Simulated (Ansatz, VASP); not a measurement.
## Hg in VASP and in Ansatz

Contents of INCAR:

```
PREC = Accurate ; ENCUT = 520
EDIFF = 1E-7 ; ISMEAR = -1
SIGMA = 0.1 ; LREAL = False
LASPH = True ; NELM = 60
ALGO = Normal ; ISIF = 2
LWAVE = False ; LCHARG = True
GGA = RP ; LELF = True
LVHAR = True ; NBANDS = 12
```

KPOINTS

```
regular mesh
0
Gamma
  9 9 9
```

POSCAR

```
Hg
1.0
   -2.9542092598      2.9542092598      2.9542092598
    2.9542092598     -2.9542092598      2.9542092598
    2.9542092598      2.9542092598     -2.9542092598
Hg
1
Direct
    0.0000000000      0.0000000000      0.0000000000
```

Input for Ansatz:

```yaml
crystal:
  lattice:
    - [-2.9542092598, 2.9542092598, 2.9542092598]
    - [2.9542092598, -2.9542092598, 2.9542092598]
    - [2.9542092598, 2.9542092598, -2.9542092598]
  atoms:
    - { symbol: Hg, position: [0.0, 0.0, 0.0] }
hamiltonian:
  xc: rpbe
  pseudopotentials:
    kind: paw
    azcp:
      Hg: "pseudopotentials/Hg.paw.azcp"
basis:
  ecutwfc: 420
  fft_grid_basis: typed
kpoints:
  mp_grid: { grid: [9, 9, 9], shift: [0, 0, 0] }
magnetization:
  spin_polarized: false
scf:
  occupations: { method: fermi_dirac, width: 0.1 }
  lower_state_search: "off"
output:
  stress: true
```

Alike in both runs: task single point; functional RPBE; k mesh 9 × 9 × 9; occupations fermi-dirac, width 0.1 eV; no spin polarisation.

|  | VASP | Ansatz |
| --- | --- | --- |
| version | VASP 6.6.1 | Ansatz 0.2.0 |
| potentials or method | VASP PAW PBE potentials, release 64 (Hg), cutoff 520 eV | plane waves (420 eV) with PAW, scalar-relativistic |
| valence electrons in the cell | 12 | 20 |

|  | VASP | Ansatz | Ansatz less VASP |
| --- | --- | --- | --- |
| pressure (GPa) | 0.0 | 0.0 | +0.02 |

VASP's potentials were made for PBE, not for RPBE. VASP's potentials hold 12 valence electrons a cell and Ansatz's 20, so a difference there can come from the potentials and not from the codes.

Spin-orbit coupling is off throughout.
